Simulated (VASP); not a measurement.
Here is a VASP 6.6.1 calculation.

INCAR

```
SYSTEM = Ga6HN6
PREC = Accurate ; ENCUT = 520
EDIFF = 1E-6 ; ISMEAR = 0
SIGMA = 0.02 ; LREAL = .False.
LASPH = .True. ; NELM = 100
ALGO = Normal ; ISIF = 2
LWAVE = .False. ; LCHARG = .False.
GGA = PE ; NBANDS = 66
NELECT = 108.0
```

The input KPOINTS:

```
regular mesh
0
Gamma
  3 3 3
  0 0 0
```

File POSCAR:

```
Ga6HN6
1.0
    0.0000000000      0.0000000000     -5.2431684262
    4.8275562260      2.7871908866      0.0000000000
    0.0000000001     -5.5743817732      0.0000000000
Ga N H
6 6 1
Direct
    0.4756684885      0.6406622430      0.6320986090
    0.4998323126      0.3349564302      0.0025941011
    0.5015242285      1.0092263605      0.3524117282
    0.0027454773      0.3349456587      0.3378176386
    0.0101907846      0.0060167088      0.6737177087
    0.0173431392      0.6727702067      0.0091450480
    0.1180982470      0.6679588697      0.6700500658
    0.1301455426      0.3417714725      0.0080761124
    0.1302536834      1.0060846053      0.3433673761
    0.6295037145      0.3315944807      0.3292428092
    0.6323100329     -0.0003024305      0.6873600023
    0.6407305139      0.7126808760     -0.0035721194
    0.6709799713     -0.1276173640     -0.0767654551
```

Potentials or basis: VASP PAW PBE potentials, release 64 (Ga_d, N, H).

Launch:

```sh
$ cat potpaw_PBE.64/Ga_d/POTCAR potpaw_PBE.64/N/POTCAR potpaw_PBE.64/H/POTCAR > POTCAR
$ mpirun -np 1 vasp_std > vasp.out
```

Q: What does it give for the largest force?

A: 2.040 eV/Å.

Forces on the atoms (eV/Å):
```
Ga   0.276  0.403  0.007
Ga  -0.393  0.002  0.104
Ga   0.197 -0.170  0.025
Ga   0.009 -0.018 -0.020
Ga  -0.018  0.061  0.145
Ga   0.014  0.000 -0.194
N    0.015  0.024 -0.035
N    0.014  0.032  0.006
N    0.008  0.045 -0.002
N    0.115  0.187  0.019
N    0.159  0.898  0.220
N    0.490  0.368 -0.158
H   -0.886 -1.834 -0.116
```

Caveat: the k points lie up to 0.43 Å⁻¹ apart; the cell carries a net charge on a neutralising background, which shifts energy and pressure.
